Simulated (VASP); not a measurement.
# HgTe (I-4m2) in VASP: a series of runs

Aim: see how the results for HgTe move with the level of theory and the settings. Levels: PBEsol, PBEsol+D3(BJ). Tasks: relaxation of cell and atoms.

All numbers are computed with VASP 6.6.1; they aren't measurements. Logs are shortened: lines on timing, memory, paths and dates and some standing lists are left out, and cuts for length are marked.

## (1) The cell of the first run

It takes space group I-4m2 (No. 119, tetragonal). Conventional cell: a = 6.091 Å, b = 6.091 Å, c = 3.119 Å, α = 90.00°, β = 90.00°, γ = 90.00°. Within 4.1 Å of Hg (site symmetry -4m2) lie 2 Hg at 3.12 Å and 8 Te at 3.14 to 3.84 Å. Within 4.1 Å of Te (site symmetry -4m2) lie 2 Te at 3.12 Å and 8 Hg at 3.14 to 3.84 Å.

## (2) Relaxation of cell and atoms, PBEsol

INCAR reads:

```
PREC = Accurate
ENCUT = 600
EDIFF = 1E-7
ISMEAR = -1
SIGMA = 0.05
LREAL = False
LASPH = True
NELM = 60
ALGO = Normal
ISIF = 3
LWAVE = False
LCHARG = False
GGA = PS
IBRION = 2
NSW = 60
EDIFFG = -0.01
```

KPOINTS reads:

```
regular mesh
0
Gamma
  10 10 10
```

POSCAR reads:

```
HgTe
1.0
   -3.0456030000      3.0456030000      1.5594100000
    3.0456030000     -3.0456030000      1.5594100000
    3.0456030000      3.0456030000     -1.5594100000
Hg Te
1 1
Direct
    0.7500000000      0.2500000000      0.5000000000
    0.0000000000      0.0000000000      0.0000000000
```

Potentials or basis: VASP PAW PBE potentials, release 64 (Hg, Te).

Launch:

```console
cat potpaw_PBE.64/Hg/POTCAR potpaw_PBE.64/Te/POTCAR > POTCAR
mpirun -np 1 vasp_std > vasp.out
```

OUTCAR:

```text
PREC = Accurate
   ENCUT = 600
   EDIFF = 1E-7
   ISMEAR = -1
   LREAL = False
   LASPH = True
   NELM = 60
   ISIF = 3
   GGA = PS
   IBRION = 2
   NSW = 60
   EDIFFG = -0.01

 ion  position               nearest neighbor table
   1  0.750  0.250  0.500-   2 3.14   2 3.14   2 3.14   2 3.14
   2  0.000  0.000  0.000-   1 3.14   1 3.14   1 3.14   1 3.14

  LATTYP: Found a body centered tetragonal cell.
 ALAT       =     6.0912060000
 C/A-ratio  =     0.5120201156

  Lattice vectors:

 A1 = (  -3.0456030000,   3.0456030000,   1.5594100000)
 A2 = (   3.0456030000,  -3.0456030000,   1.5594100000)
 A3 = (   3.0456030000,   3.0456030000,  -1.5594100000)

Analysis of symmetry for initial positions (statically):
=====================================================================
 Subroutine PRICEL returns:
 Original cell was already a primitive cell.

 Routine SETGRP: Setting up the symmetry group for a
 body centered tetragonal supercell.

 Subroutine GETGRP returns: Found  8 space group operations
 (whereof  8 operations were pure point group operations)
 out of a pool of 16 trial point group operations.

The static configuration has the point symmetry D_2d.

Analysis of symmetry for dynamics (positions and initial velocities):
=====================================================================
 Subroutine PRICEL returns:
 Original cell was already a primitive cell.

 Routine SETGRP: Setting up the symmetry group for a
 body centered tetragonal supercell.

 Subroutine GETGRP returns: Found  8 space group operations
 (whereof  8 operations were pure point group operations)
 out of a pool of 16 trial point group operations.

The dynamic configuration has the point symmetry D_2d.

 Subroutine INISYM returns: Found  8 space group operations
 (whereof  8 operations are pure point group operations),
 and found     1 'primitive' translations

----------------------------------------------------------------------------------------

                                     Primitive cell

  volume of cell :      57.8585

  direct lattice vectors                    reciprocal lattice vectors
    -3.045603000  3.045603000  1.559410000     0.000000000  0.164171102  0.320634086
     3.045603000 -3.045603000  1.559410000     0.164171102  0.000000000  0.320634086
     3.045603000  3.045603000 -1.559410000     0.164171102  0.164171102  0.000000000

  length of vectors
     4.580737366  4.580737366  4.580737366     0.360219888  0.360219888  0.232172999

  position of ions in fractional coordinates (direct lattice)
     0.750000000  0.250000000  0.500000000
     0.000000000  0.000000000  0.000000000

  ion indices of the primitive-cell ions
   primitive index   ion index
                 1           1
                 2           2

----------------------------------------------------------------------------------------

 KPOINTS: regular mesh

Automatic generation of k-mesh.
 Grid dimensions read from file:
 generate k-points for:   10   10   10

 Generating k-lattice:

  Cartesian coordinates                     Fractional coordinates (reciprocal lattice)
     0.000000000  0.016417110  0.032063409     0.100000000 -0.000000000  0.000000000
     0.016417110  0.000000000  0.032063409    -0.000000000  0.100000000  0.000000000
     0.016417110  0.016417110  0.000000000     0.000000000  0.000000000  0.100000000

  Length of vectors
     0.036021989  0.036021989  0.023217300

  Shift w.r.t. Gamma in fractional coordinates (k-lattice)
     0.000000000  0.000000000  0.000000000

 Subroutine IBZKPT returns following result:
 ===========================================

 Found    102 irreducible k-points:

 Following reciprocal coordinates:
            Coordinates               Weight
  0.000000  0.000000  0.000000      1.000000
  0.100000  0.000000  0.000000      8.000000
  0.200000  0.000000  0.000000      8.000000
  0.300000  0.000000  0.000000      8.000000
  0.400000  0.000000  0.000000      8.000000
  0.500000  0.000000  0.000000      4.000000
[... 16 lines left out ...]
  0.300000  0.300000  0.000000      8.000000
  0.400000  0.300000  0.000000     16.000000
 [... further k-points ...]
   k-points           NKPTS =    102   k-points in BZ     NKDIM =    102   number of bands    NBANDS=     13
   number of dos      NEDOS =    301   number of ions     NIONS =      2
   total plane-waves  NPLWV =  64000
   dimension x,y,z NGX =    40 NGY =   40 NGZ =   40
   dimension x,y,z NGXF=    80 NGYF=   80 NGZF=   80
   ions per type =               1   1
   NGX,Y,Z   is equivalent  to a cutoff of  14.52, 14.52, 14.52 a.u.
   NGXF,Y,Z  is equivalent  to a cutoff of  29.03, 29.03, 29.03 a.u.
 SYSTEM =  unknown system
   PREC   = accura    normal or accurate (medium, high low for compatibility)
   ISTART =      0    job   : 0-new  1-cont  2-samecut
   ICHARG =      2    charge: 1-file 2-atom 10-const
   ISPIN  =      1    spin polarized calculation?
   LNONCOLLINEAR =      F non collinear calculations
   LSORBIT =      F    spin-orbit coupling
   LASPH  =      T    aspherical Exc in radial PAW
   ENCUT  =  600.0 eV  44.10 Ry    6.64 a.u.   9.15  9.15  9.15*2*pi/ulx,y,z
   NELM   =     60;   NELMIN=  2; NELMDL= -5     # of ELM steps
   EDIFF  = 0.1E-06   stopping-criterion for ELM
   LREAL  =      F    real-space projection
   EDIFFG = -.1E-01   stopping-criterion for IOM
   NSW    =     60    number of steps for IOM
   IBRION =      2    ionic relax: 0-MD 1-quasi-New 2-CG
   NFREE  =      1    steps in history (QN), initial steepest desc. (CG)
   ISIF   =      3    stress and relaxation
   ISYM   =      2    0-nonsym 1-usesym 2-fastsym
   POTIM  = 0.5000    time-step for ionic-motion
   TEBEG  =    0.0;   TEEND  =   0.0 temperature during run
   PSTRESS=    0.0 pullay stress
   NELECT =      18.0000    total number of electrons
   NUPDOWN=      -1.0000    fix difference up-down
   EMIN   =  10.00;   EMAX   =-10.00  energy-range for DOS
   EFERMI =   0.00;   METHOD = LEGACY
   ISMEAR =    -1;   SIGMA  =   0.05  broadening in eV -4-tet -1-fermi 0-gaus
   EFERMI_NEDOS =   21; number of points for ismear=-14 and -15
   IALGO  =     38    algorithm
   IMIX   =      4    mixing-type and parameters
     AMIX     =   0.40;   BMIX     =  1.00
     AMIX_MAG =   1.60;   BMIX_MAG =  1.00
  volume/ion in A,a.u.               =      28.93       195.22
  Fermi-wavevector in a.u.,A,eV,Ry     =   1.109286  2.096246 16.742166  1.230515
  Thomas-Fermi vector in A             =   2.245823
   LORBIT       =      0    0 simple, 1 ext, 2 COOP (PROOUT), +10 PAW based schemes
   GGA     = PS    functional components
   LHFCALC =     F    Hartree Fock is set to
   AEXX    =    0.0000 exact exchange contribution
   IVDW    =     0    specifies the selected vdW correction
   LEPSILON=     F    determine dielectric tensor
   LRPA    =     F    only Hartree local field effects (RPA)
 conjugate gradient relaxation of ions
 non-spin polarized calculation
  energy-cutoff  :      600.00
  volume of cell :       57.86
 maximum number of plane-waves:      1946
 NGX is ok and might be reduce to    40
   NGX = 19   NGY = 19   NGZ = 19

--------------------------------------- Ionic step        1  -------------------------------------------

 number of electron      17.9999999 magnetization

 Free energy of the ion-electron system (eV)
  ---------------------------------------------------
  ext. energy  EPLUGINS =         0.00000000
  ---------------------------------------------------
  free energy    TOTEN  =        -4.04695664 eV

  energy without entropy =       -4.03677080  energy(sigma->0) =       -4.04186372

 E-fermi :   4.2262     XC(G=0):  -9.9928

 val. band max:        4.2168171544   @ k =   0.2000   0.1000  -0.0000
 cond. band min:       4.2523004860   @ k =  -0.4000   0.5000   0.1000
 fundamental gap:      0.0354833316
 Fermi energy:         4.2262478640

 k-point     1 :       0.0000    0.0000    0.0000
  band No.  band energies     occupation
      1      -8.1834      2.00000
      2      -3.1475      2.00000
      3      -2.4368      2.00000
      4      -2.3576      2.00000
      5      -1.9268      2.00000
      6      -1.9268      2.00000
      7       0.7736      2.00000
      8       1.8390      2.00000
      9       1.8390      2.00000
     10       7.7584      0.00000
     11       8.8214      0.00000
     12      11.1312      0.00000
     13      11.1312      0.00000
[... 353 lines left out ...]
 k-point    24 :       0.4000    0.3000    0.0000
  band No.  band energies     occupation
      1      -6.5792      2.00000
      2      -2.5474      2.00000
      3      -2.4801      2.00000
      4      -2.2735      2.00000
      5      -2.1961      2.00000
      6      -2.1837      2.00000
      7      -0.6111      2.00000
      8       1.7816      2.00000
      9       3.2440      2.00000
     10       5.2700      0.00000
     11       7.7541      0.00000
     12       9.4225      0.00000
     13      10.2068      0.00000

 [... further k-points ...]

------------------------ aborting loop because EDIFF is reached ----------------------------------------

  FORCE on cell =-STRESS in cart. coord.  units (eV):
  Direction    XX          YY          ZZ          XY          YZ          ZX
  --------------------------------------------------------------------------------------
  -------------------------------------------------------------------------------------
  Total       -1.6643217     -1.6643217     -0.1209303      0.0000000     -0.0000000      0.0000000
  in kB      -46.0872685    -46.0872685     -3.3487211      0.0000000     -0.0000000      0.0000000
  external PRESSURE =     -31.8410861 kB  Pullay stress =       0.0000000 kB
[... 201 lines left out ...]
  energy  without entropy=       -4.1455830759  energy(sigma->0) =       -4.14810647

--------------------------------------- Ionic step        7  -------------------------------------------

 number of electron      17.9999999 magnetization

 Free energy of the ion-electron system (eV)
  ---------------------------------------------------
  ext. energy  EPLUGINS =         0.00000000
  ---------------------------------------------------
  free energy    TOTEN  =        -4.15086568 eV

  energy without entropy =       -4.14589849  energy(sigma->0) =       -4.14838208

 E-fermi :   5.2563     XC(G=0): -10.3846

 val. band max:        5.2180583250   @ k =  -0.2000  -0.2000   0.1000
 cond. band min:       5.2668097551   @ k =   0.2000   0.0000   0.0000
 fundamental gap:      0.0487514301
 Fermi energy:         5.2562764121

 k-point     1 :       0.0000    0.0000    0.0000
  band No.  band energies     occupation
      1      -7.7246      2.00000
      2      -2.3295      2.00000
      3      -1.8894      2.00000
      4      -1.7791      2.00000
      5      -1.3794      2.00000
      6      -1.3794      2.00000
      7       2.1785      2.00000
      8       2.7410      2.00000
      9       2.7410      2.00000
     10       8.0627      0.00000
     11       9.9271      0.00000
     12      12.9373      0.00000
     13      12.9373      0.00000
[... 353 lines left out ...]
 k-point    24 :       0.4000    0.3000    0.0000
  band No.  band energies     occupation
      1      -6.0180      2.00000
      2      -2.0785      2.00000
      3      -1.9431      2.00000
      4      -1.6584      2.00000
      5      -1.5803      2.00000
      6      -1.4690      2.00000
      7      -0.1757      2.00000
      8       2.3102      2.00000
      9       4.1271      2.00000
     10       6.5252      0.00000
     11       8.2751      0.00000
     12      10.7225      0.00000
     13      11.4966      0.00000

 [... further k-points ...]

------------------------ aborting loop because EDIFF is reached ----------------------------------------

  FORCE on cell =-STRESS in cart. coord.  units (eV):
  Direction    XX          YY          ZZ          XY          YZ          ZX
  --------------------------------------------------------------------------------------
  -------------------------------------------------------------------------------------
  Total       -0.0043650     -0.0043650      0.0119525      0.0000000      0.0000000      0.0000000
  in kB       -0.1310162     -0.1310162      0.3587518      0.0000000      0.0000000      0.0000000
  external PRESSURE =       0.0322398 kB  Pullay stress =       0.0000000 kB
[... 17 lines left out ...]
  FREE ENERGIE OF THE ION-ELECTRON SYSTEM (eV)
  ---------------------------------------------------
  free  energy   TOTEN  =        -4.1508656809 eV

  energy  without entropy=       -4.1458984889  energy(sigma->0) =       -4.14838208

 reached required accuracy - stopping structural energy minimisation
```

Run time: 5.5 min. Hardware: 1 thread of AMD EPYC 9R45 (Zen 5), shared host; peak memory 0.29 GiB.

What came out:

```
Free energy                           : -4.1509 eV
Relaxed volume                        : 26.69 Å³/atom
Relaxed cell                          : a = 4.387 Å, b = 4.387 Å, c = 4.387 Å, α = 97.63°, β = 97.63°, γ = 137.26°
Space group after relaxing (to 0.1 Å) : I-4m2 (No. 119)
Energy gained by relaxing             : 52.0 meV/atom
Ionic steps                           : 7
Pressure after relaxing               : 0.0 GPa
Band gap on the k mesh                : zero (bands 9 and 10 overlap by 4.21 eV)
```

The path:
```csv
step,energy change (eV),largest force (eV/Å),pressure (GPa),volume (Å³)
1,0.0000,0.0000,-3.18,57.86
2,-0.0858,0.0000,0.35,53.15
3,-0.0876,0.0000,1.06,52.48
4,-0.1025,0.0000,0.68,52.78
5,-0.1026,0.0000,0.70,52.76
6,-0.1037,0.0000,-0.27,53.65
7,-0.1039,0.0000,0.00,53.38
```

Final structure:
```yaml
crystal:
  lattice:
    - [-2.88903, 2.88903, 1.59886]
    - [2.88903, -2.88903, 1.59886]
    - [2.88903, 2.88903, -1.59886]
  atoms:
    - { symbol: Hg, position: [0.75000, 0.25000, 0.50000] }
    - { symbol: Te, position: [0.00000, 0.00000, 0.00000] }
```

Levels at points of the mesh, in eV from the Fermi level:
| k point | band 7 | band 8 | band 9 | band 10 | band 11 | band 12 |
| --- | --- | --- | --- | --- | --- | --- |
| (0.00, 0.00, 0.00) | -3.08 | -2.52 | -2.52 | 2.81 | 4.67 | 7.68 |
| (0.50, 0.00, 0.00) | -4.78 | -2.28 | -1.57 | -0.54 | 3.48 | 3.52 |
| (0.50, 0.50, 0.00) | -6.44 | -0.59 | 2.13 | 2.16 | 2.31 | 3.48 |
| (0.50, 0.50, 0.50) | -4.86 | -4.86 | -4.64 | 2.32 | 6.04 | 9.22 |

Caveat: the PAW data sets were made with another functional, which shifts forces and pressure a little; spin-orbit coupling is left out, which moves the levels of the heavy elements.

(Continued in part 2 of 2.)
